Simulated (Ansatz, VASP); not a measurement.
**Fe: VASP beside Ansatz**

POSCAR

```
Fe
1.0
    3.5886383460      0.0000000000      0.0000000000
   -1.7943191730      3.1078519726      0.0000000000
    0.0000000000      0.0000000000      4.8359434021
Fe
4
Direct
    0.3333333333      0.6666666667      0.4620999176
    0.6666666667      0.3333333333      0.9620999176
    0.6666666667      0.3333333333      0.5379000824
    0.3333333333      0.6666666667      0.0379000824
```

The input INCAR.step1:

```
SYSTEM = Fe
PREC = Accurate ; ENCUT = 600
ISMEAR = 0 ; SIGMA = 0.1
LREAL = .FALSE. ; LASPH = .TRUE.
NELM = 60 ; GGA = PE
ALGO = Normal ; EDIFF = 1E-4
LWAVE = .TRUE. ; LCHARG = .FALSE.
```

INCAR.step2

```
SYSTEM = Fe
PREC = Accurate ; ENCUT = 600
EDIFF = 1E-6 ; ISMEAR = 0
SIGMA = 0.1 ; LREAL = .FALSE.
LASPH = .TRUE. ; NELM = 60
ALGO = Normal ; ISIF = 3
LWAVE = .FALSE. ; LCHARG = .FALSE.
METAGGA = R2SCAN ; LMIXTAU = .TRUE.
IBRION = 2 ; NSW = 100
EDIFFG = -0.01 ; ISTART = 1
```

Contents of KPOINTS:

```
regular mesh
0
G
  15 15 10
  0 0 0
```

Input for Ansatz:

```yaml
crystal:
  lattice:
    - [3.588638346, 0.0, 0.0]
    - [-1.794319173, 3.1078519726, 0.0]
    - [0.0, 0.0, 4.8359434021]
  atoms:
    - { symbol: Fe, position: [0.3333333333, 0.6666666667, 0.4620999176] }
    - { symbol: Fe, position: [0.6666666667, 0.3333333333, 0.9620999176] }
    - { symbol: Fe, position: [0.6666666667, 0.3333333333, 0.5379000824] }
    - { symbol: Fe, position: [0.3333333333, 0.6666666667, 0.0379000824] }
basis:
  ecutwfc: 500
kpoints:
  mp_grid: { grid: [15, 15, 10] }
hamiltonian:
  xc: r2scan
scf:
  occupations: { method: gaussian, width: 0.1 }
output:
  forces: true
  stress: true
  eigenvalues: true
relax:
  adjacent_minimum: "off"
  f_tol: 0.01
  max_steps: 80
  cell: { stress_tol: 0.05 }
```

Alike in both runs: task relaxation of cell and atoms; functional r2SCAN; k mesh 15 × 15 × 10; occupations gaussian, width 0.1 eV; no spin polarisation.

|  | VASP | Ansatz |
| --- | --- | --- |
| version | VASP 6.6.1 | Ansatz 0.2.0 |
| potentials or method | VASP PAW PBE potentials, release 64 (Fe), cutoff 600 eV | scalar-relativistic, plane waves, PAW |
| valence electrons in the cell | 32 | 64 |

|  | VASP | Ansatz | Ansatz less VASP |
| --- | --- | --- | --- |
| gap on the k mesh at the Fermi level, each at its own relaxed structure (eV) | none | none | - |
| relaxed volume (Å³/atom) | 13.43 | 13.48 | +0.058 |
| relaxed length of the cell vector where the two differ most in proportion (Å) | 3.584 | 3.595 | +0.0114 |

VASP's potentials were made for PBE, not for r2SCAN. A gap of «none» marks a metal or a gap that the smearing closes. VASP's potentials hold 32 valence electrons a cell and Ansatz's 64, so a difference there can come from the potentials and not from the codes.
